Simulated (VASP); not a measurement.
# AlN (P6_3mc) in VASP: notebook

The runs below take AlN through relaxation of the atoms, with LDA.

Everything below comes from runs of VASP 6.6.1. Logs are shortened: lines on timing, memory, paths and dates and some standing lists are left out, and cuts for length are marked.

### 1 The cell of the first run

Symmetry: P6_3mc, No. 186, hexagonal system. Conventional cell: a = 3.089 Å, b = 3.089 Å, c = 4.548 Å, α = 90.00°, β = 90.00°, γ = 120.00°. Al (site symmetry 3m) has 4 N at 1.74 to 1.86 Å within 2.3 Å. Within 2.3 Å of N (site symmetry 3m) lie 4 Al at 1.74 to 1.86 Å.

### 2 Relaxation of the atoms, LDA

Input file INCAR:

```
  ALGO = Normal
  EDIFF = 1E-7
  EDIFFG = -0.01
  ENCUT = 520
  IBRION = 2
  ISIF = 2
  ISMEAR = 0
  LASPH = True
  LCHARG = False
  LREAL = False
  LWAVE = False
  NELM = 60
  NSW = 50
  PREC = Accurate
  SIGMA = 0.05
```

Input file KPOINTS:

```
k-points
0
Gamma
  9 9 6
```

Input file POSCAR:

```
AlN
1.0
    3.0886152983      0.0000000000      0.0000000000
   -1.5443076491      2.6748193108      0.0000000000
    0.0000000000      0.0000000000      4.5481000000
Al N
2 2
Direct
    0.3333333333      0.6666666667      0.0015210172
    0.6666666667      0.3333333333      0.5015210172
    0.3333333333      0.6666666667      0.3834789828
    0.6666666667      0.3333333333      0.8834789828
```

Potentials or basis: VASP PAW LDA potentials, release 64 (Al, N).

Launch:

```bash
$ cat potpaw_LDA.64/Al/POTCAR potpaw_LDA.64/N/POTCAR > POTCAR
$ mpirun -np 1 vasp_std > vasp.out
```

OUTCAR:

```text
EDIFF = 1E-7
   EDIFFG = -0.01
   ENCUT = 520
   IBRION = 2
   ISIF = 2
   ISMEAR = 0
   LASPH = True
   LREAL = False
   NELM = 60
   NSW = 50
   PREC = Accurate

 ion  position               nearest neighbor table
   1  0.333  0.667  0.002-   3 1.74   4 1.86   4 1.86   4 1.86   2 2.89   2 2.89   2 2.89   2 2.89
                             2 2.89   2 2.89
   2  0.667  0.333  0.502-   4 1.74   3 1.86   3 1.86   3 1.86   1 2.89   1 2.89   1 2.89   1 2.89
                             1 2.89   1 2.89
   3  0.333  0.667  0.383-   1 1.74   2 1.86   2 1.86   2 1.86
   4  0.667  0.333  0.883-   2 1.74   1 1.86   1 1.86   1 1.86

  LATTYP: Found a hexagonal cell.
 ALAT       =     3.0886152983
 C/A-ratio  =     1.4725369011

  Lattice vectors:

 A1 = (   3.0886152983,   0.0000000000,   0.0000000000)
 A2 = (  -1.5443076491,   2.6748193108,   0.0000000000)
 A3 = (   0.0000000000,   0.0000000000,   4.5481000000)

Analysis of symmetry for initial positions (statically):
=====================================================================
 Subroutine PRICEL returns:
 Original cell was already a primitive cell.

 Routine SETGRP: Setting up the symmetry group for a
 hexagonal supercell.

 Subroutine GETGRP returns: Found 12 space group operations
 (whereof  6 operations were pure point group operations)
 out of a pool of 24 trial point group operations.

The static configuration has the point symmetry C_3v.
 The point group associated with its full space group is C_6v.

Analysis of symmetry for dynamics (positions and initial velocities):
=====================================================================
 Subroutine PRICEL returns:
 Original cell was already a primitive cell.

 Routine SETGRP: Setting up the symmetry group for a
 hexagonal supercell.

 Subroutine GETGRP returns: Found 12 space group operations
 (whereof  6 operations were pure point group operations)
 out of a pool of 24 trial point group operations.

The dynamic configuration has the point symmetry C_3v.
 The point group associated with its full space group is C_6v.

 Subroutine INISYM returns: Found 12 space group operations
 (whereof  6 operations are pure point group operations),
 and found     1 'primitive' translations

----------------------------------------------------------------------------------------

                                     Primitive cell

  volume of cell :      37.5741

  direct lattice vectors                    reciprocal lattice vectors
     3.088615298  0.000000000  0.000000000     0.323769684  0.186928514  0.000000000
    -1.544307649  2.674819311  0.000000000     0.000000000  0.373857029  0.000000000
     0.000000000  0.000000000  4.548100000     0.000000000  0.000000000  0.219872034

  length of vectors
[... 112 lines left out ...]
   LHFCALC =     F    Hartree Fock is set to
   AEXX    =    0.0000 exact exchange contribution
   IVDW    =     0    specifies the selected vdW correction
   LEPSILON=     F    determine dielectric tensor
   LRPA    =     F    only Hartree local field effects (RPA)
 conjugate gradient relaxation of ions
 non-spin polarized calculation
 Gauss-broadening in eV      SIGMA  =   0.05
  energy-cutoff  :      520.00
  volume of cell :       37.57
 maximum number of plane-waves:      1025
 NGX is ok and might be reduce to    24
   NGX = 11   NGY = 11   NGZ = 17

--------------------------------------- Ionic step        1  -------------------------------------------

 number of electron      16.0000000 magnetization

 Free energy of the ion-electron system (eV)
  ---------------------------------------------------
  ext. energy  EPLUGINS =         0.00000000
  ---------------------------------------------------
  free energy    TOTEN  =       -32.34435340 eV

  energy without entropy =      -32.34435340  energy(sigma->0) =      -32.34435340

------------------------ aborting loop because EDIFF is reached ----------------------------------------

  FORCE on cell =-STRESS in cart. coord.  units (eV):
  Direction    XX          YY          ZZ          XY          YZ          ZX
  --------------------------------------------------------------------------------------
  -------------------------------------------------------------------------------------
  Total        1.8247046      1.8247046     12.4788238      0.0000000      0.0000000      0.0000000
  in kB       77.8063194     77.8063194    532.1033097      0.0000000      0.0000000      0.0000000
  external PRESSURE =     229.2386495 kB  Pullay stress =       0.0000000 kB
[... 63 lines left out ...]
--------------------------------------- Ionic step        3  -------------------------------------------

 number of electron      16.0000000 magnetization

 Free energy of the ion-electron system (eV)
  ---------------------------------------------------
  ext. energy  EPLUGINS =         0.00000000
  ---------------------------------------------------
  free energy    TOTEN  =       -32.54425595 eV

  energy without entropy =      -32.54425595  energy(sigma->0) =      -32.54425595

 E-fermi :   7.8814     XC(G=0): -11.7176

 val. band max:        7.6187078890   @ k =   0.0000   0.0000   0.0000
 cond. band min:      12.1518460676   @ k =   0.0000   0.0000   0.0000
 fundamental gap:      4.5331381786
 Fermi energy:         7.8813722543

 k-point     1 :       0.0000    0.0000    0.0000
  band No.  band energies     occupation
      1      -8.7393      2.00000
      2      -5.7211      2.00000
      3       0.7341      2.00000
      4       5.5723      2.00000
      5       5.5723      2.00000
      6       6.5451      2.00000
      7       6.5451      2.00000
      8       7.6187      2.00000
      9      12.1518      0.00000
     10      13.7765      0.00000
     11      17.8577      0.00000
     12      17.8577      0.00000
[... 331 lines left out ...]
 k-point    24 :       0.3333    0.3333    0.1667
  band No.  band energies     occupation
      1      -5.8169      2.00000
      2      -5.8169      2.00000
      3       1.5891      2.00000
      4       2.4996      2.00000
      5       2.4996      2.00000
      6       4.2520      2.00000
      7       5.2140      2.00000
      8       5.2140      2.00000
      9      12.9533      0.00000
     10      15.3379      0.00000
     11      16.7799      0.00000
     12      16.7799      0.00000

 [... further k-points ...]

------------------------ aborting loop because EDIFF is reached ----------------------------------------

  FORCE on cell =-STRESS in cart. coord.  units (eV):
  Direction    XX          YY          ZZ          XY          YZ          ZX
  --------------------------------------------------------------------------------------
  -------------------------------------------------------------------------------------
  Total        3.4476566      3.4476566      6.1821120      0.0000000      0.0000000      0.0000000
  in kB      147.0098087    147.0098086    263.6083579      0.0000000      0.0000000      0.0000000
  external PRESSURE =     185.8759917 kB  Pullay stress =       0.0000000 kB
[... 19 lines left out ...]
  FREE ENERGIE OF THE ION-ELECTRON SYSTEM (eV)
  ---------------------------------------------------
  free  energy   TOTEN  =       -32.5442559478 eV

  energy  without entropy=      -32.5442559478  energy(sigma->0) =      -32.54425595

 reached required accuracy - stopping structural energy minimisation
```

CONTCAR:

```text
AlN
   1.00000000000000
     3.0886152983000001    0.0000000000000000    0.0000000000000000
    -1.5443076491000001    2.6748193107999998    0.0000000000000000
     0.0000000000000000    0.0000000000000000    4.5480999999999998
  Al              N
     2     2
Direct
     0.3333333332999970    0.6666666667000030    0.9895904576152368
     0.6666666667000030    0.3333333332999970    0.4895904576152368
     0.3333333332999970    0.6666666667000030    0.3954095423847612
     0.6666666667000030    0.3333333332999970    0.8954095423847612

  0.00000000E+00  0.00000000E+00  0.00000000E+00
  0.00000000E+00  0.00000000E+00  0.00000000E+00
  0.00000000E+00  0.00000000E+00  0.00000000E+00
  0.00000000E+00  0.00000000E+00  0.00000000E+00
```

Run time: 57 s. Hardware: 1 thread of Intel Xeon 8259CL, shared host; peak memory 0.14 GiB.

What came out:

```
Free energy                  : -32.5443 eV
Energy gained by relaxing    : 50.0 meV/atom
Ionic steps                  : 3
Pressure after relaxing      : 18.6 GPa
Largest force after relaxing : 0.006 eV/Å
Band gap on the k mesh       : 4.53 eV
```

Forces on the atoms (eV/Å):
```
Al   0.000  0.000 -0.006
Al   0.000  0.000 -0.006
N    0.000  0.000  0.006
N    0.000  0.000  0.006
```

Step by step:
```csv
step,energy change (eV),largest force (eV/Å),pressure (GPa)
1,0.0000,2.0692,22.92
2,-0.1162,0.8087,17.37
3,-0.1999,0.0058,18.59
```

Final structure:
```yaml
crystal:
  lattice:
    - [3.08862, 0.00000, 0.00000]
    - [-1.54431, 2.67482, 0.00000]
    - [0.00000, 0.00000, 4.54810]
  atoms:
    - { symbol: Al, position: [0.33333, 0.66667, 0.98959] }
    - { symbol: Al, position: [0.66667, 0.33333, 0.48959] }
    - { symbol: N, position: [0.33333, 0.66667, 0.39541] }
    - { symbol: N, position: [0.66667, 0.33333, 0.89541] }
```

Levels at points of the mesh, in eV from the valence-band top:
```csv
k point,band 4,band 5,band 6,band 7,band 8,band 9,band 10,band 11,band 12
"(0.00, 0.00, 0.00)",-2.05,-2.05,-1.07,-1.07,0.00,4.53,6.16,10.24,10.24
"(0.00, 0.00, 0.50)",-3.63,-1.58,-1.58,-1.58,-1.58,6.52,6.52,10.56,10.56
```

Caveat: an odd mesh through Γ misses points on the zone boundary, where band edges can lie.

### 3 Relaxation of the atoms, LDA

This run uses another cell than the first one, of 11.25 Å³/atom.

Input file INCAR:

```
SYSTEM = AlN
ALGO = Normal
EDIFF = 1E-6
EDIFFG = -0.01
ENCUT = 520
IBRION = 2
ISIF = 2
ISMEAR = 0
LASPH = .TRUE.
LCHARG = .FALSE.
LREAL = .FALSE.
LWAVE = .FALSE.
NELM = 80
NSW = 50
PREC = Accurate
SIGMA = 0.05
```

Input file KPOINTS:

```
k-points
0
G
  9 9 6
  0 0 0
```

Input file POSCAR:

```
AlN
1.0
    3.1195000000      0.0000000000      0.0000000000
   -1.5597500000      2.7015662471      0.0000000000
    0.0000000000      0.0000000000      5.3391000000
Al N
2 2
Direct
    0.3333333333      0.6666666667      0.0015210172
    0.6666666667      0.3333333333      0.5015210172
    0.3333333333      0.6666666667      0.3834789828
    0.6666666667      0.3333333333      0.8834789828
```

Potentials or basis: VASP PAW LDA potentials, release 64 (Al, N).

Launch:

```bash
$ cat potpaw_LDA.64/Al/POTCAR potpaw_LDA.64/N/POTCAR > POTCAR
$ mpirun -np 1 vasp_std > vasp.out
```

OUTCAR:

```text
SYSTEM = AlN
   EDIFF = 1E-6
   EDIFFG = -0.01
   ENCUT = 520
   IBRION = 2
   ISIF = 2
   ISMEAR = 0
   LASPH = .TRUE.
   LREAL = .FALSE.
   NELM = 80
   NSW = 50
   PREC = Accurate

 ion  position               nearest neighbor table
   1  0.333  0.667  0.002-   4 1.91   4 1.91   4 1.91   3 2.04   2 3.22   2 3.22   2 3.22   2 3.22
                             2 3.22   2 3.22
   2  0.667  0.333  0.502-   3 1.91   3 1.91   3 1.91   4 2.04   1 3.22   1 3.22   1 3.22   1 3.22
                             1 3.22   1 3.22
   3  0.333  0.667  0.383-   2 1.91   2 1.91   2 1.91   1 2.04
   4  0.667  0.333  0.883-   1 1.91   1 1.91   1 1.91   2 2.04

  LATTYP: Found a hexagonal cell.
 ALAT       =     3.1195000000
 C/A-ratio  =     1.7115242827

  Lattice vectors:

 A1 = (   3.1195000000,   0.0000000000,   0.0000000000)
[... 283 lines left out ...]
      4       4.6666      2.00000
      5       4.6666      2.00000
      6       4.8582      2.00000
      7       5.1419      2.00000
      8       5.1419      2.00000
      9       8.6254      0.00000
     10      11.7272      0.00000
     11      14.6554      0.00000
     12      16.2273      0.00000
[... 331 lines left out ...]
 k-point    24 :       0.3333    0.3333    0.1667
  band No.  band energies     occupation
      1      -6.9876      2.00000
      2      -6.9876      2.00000
      3       0.8442      2.00000
      4       1.1815      2.00000
      5       1.1815      2.00000
      6       2.4900      2.00000
      7       3.2850      2.00000
      8       3.2850      2.00000
      9      10.0550      0.00000
     10      13.0578      0.00000
     11      13.4892      0.00000
     12      13.4892      0.00000

 [... further k-points ...]

------------------------ aborting loop because EDIFF is reached ----------------------------------------

  FORCE on cell =-STRESS in cart. coord.  units (eV):
  Direction    XX          YY          ZZ          XY          YZ          ZX
  --------------------------------------------------------------------------------------
  -------------------------------------------------------------------------------------
  Total       -2.7371446     -2.7371446     -7.8592186      0.0000000      0.0000000      0.0000000
  in kB      -97.4629742    -97.4629742   -279.8474058      0.0000000      0.0000000      0.0000000
  external PRESSURE =    -158.2577847 kB  Pullay stress =       0.0000000 kB
[... 19 lines left out ...]
  FREE ENERGIE OF THE ION-ELECTRON SYSTEM (eV)
  ---------------------------------------------------
  free  energy   TOTEN  =       -32.5166420709 eV

  energy  without entropy=      -32.5166420709  energy(sigma->0) =      -32.51664207

 reached required accuracy - stopping structural energy minimisation
```

OSZICAR:

```text
N       E                     dE             d eps       ncg     rms          rms(c)
DAV:   1     0.472976857906E+02    0.47298E+02   -0.75856E+03  1152   0.119E+03
DAV:   2    -0.333923263675E+02   -0.80690E+02   -0.73709E+02  1760   0.208E+02
[... 21 lines left out ...]
       N       E                     dE             d eps       ncg     rms          rms(c)
DAV:   1    -0.325165455615E+02   -0.65008E-03   -0.17993E-01  1152   0.388E+00    0.641E-02
DAV:   2    -0.325167131315E+02   -0.16757E-03   -0.27639E-03  1420   0.434E-01    0.407E-02
DAV:   3    -0.325166516424E+02    0.61489E-04   -0.62451E-05  1404   0.902E-02    0.184E-02
DAV:   4    -0.325166419460E+02    0.96964E-05   -0.67674E-05  1344   0.738E-02    0.623E-03
DAV:   5    -0.325166420709E+02   -0.12481E-06   -0.78992E-06  1192   0.264E-02
   3 F= -.32516642E+02 E0= -.32516642E+02  d E =-.140895E-01
```

CONTCAR:

```text
AlN
   1.00000000000000
     3.1194999999999999    0.0000000000000000    0.0000000000000000
    -1.5597500000000000    2.7015662471000002    0.0000000000000000
     0.0000000000000000    0.0000000000000000    5.3391000000000002
  Al              N
     2     2
Direct
     0.3333333332999970    0.6666666667000030    0.0053704517631128
     0.6666666667000030    0.3333333332999970    0.5053704517631128
     0.3333333332999970    0.6666666667000030    0.3796295482368852
     0.6666666667000030    0.3333333332999970    0.8796295482368852

  0.00000000E+00  0.00000000E+00  0.00000000E+00
  0.00000000E+00  0.00000000E+00  0.00000000E+00
  0.00000000E+00  0.00000000E+00  0.00000000E+00
  0.00000000E+00  0.00000000E+00  0.00000000E+00
```

Run time: 43 s. Hardware: 1 thread of AMD EPYC 9R14 (Zen 4), shared host; peak memory 0.12 GiB.

Results:

| Item | Value |
| --- | --- |
| Free energy | -32.5166 eV |
| Energy gained by relaxing | 3.5 meV/atom |
| Ionic steps | 3 |
| Pressure after relaxing | -15.8 GPa |
| Band gap on the k mesh | 3.48 eV |

The path:
```tsv
step	energy change (eV)	largest force (eV/Å)	pressure (GPa)
1	0.0000	0.3307	-15.13
2	-0.0133	0.0802	-15.69
3	-0.0141	0.0001	-15.83
```

Final structure:
```xyz
4
Lattice="3.1195 0.0000 0.0000 -1.5597 2.7016 0.0000 0.0000 0.0000 5.3391" Properties=species:S:1:pos:R:3 pbc="T T T"
Al    0.0000    1.8010    0.0287
Al    1.5598    0.9005    2.6982
N     0.0000    1.8010    2.0269
N     1.5598    0.9005    4.6964
```

Levels at points of the mesh, in eV from the valence-band top:
| k point | band 6 | band 7 | band 8 | band 9 | band 10 | band 11 |
| --- | --- | --- | --- | --- | --- | --- |
| (0.00, 0.00, 0.00) | -0.28 | 0.00 | 0.00 | 3.48 | 6.59 | 9.51 |
| (0.00, 0.00, 0.50) | -0.24 | -0.24 | -0.24 | 6.00 | 6.00 | 9.33 |
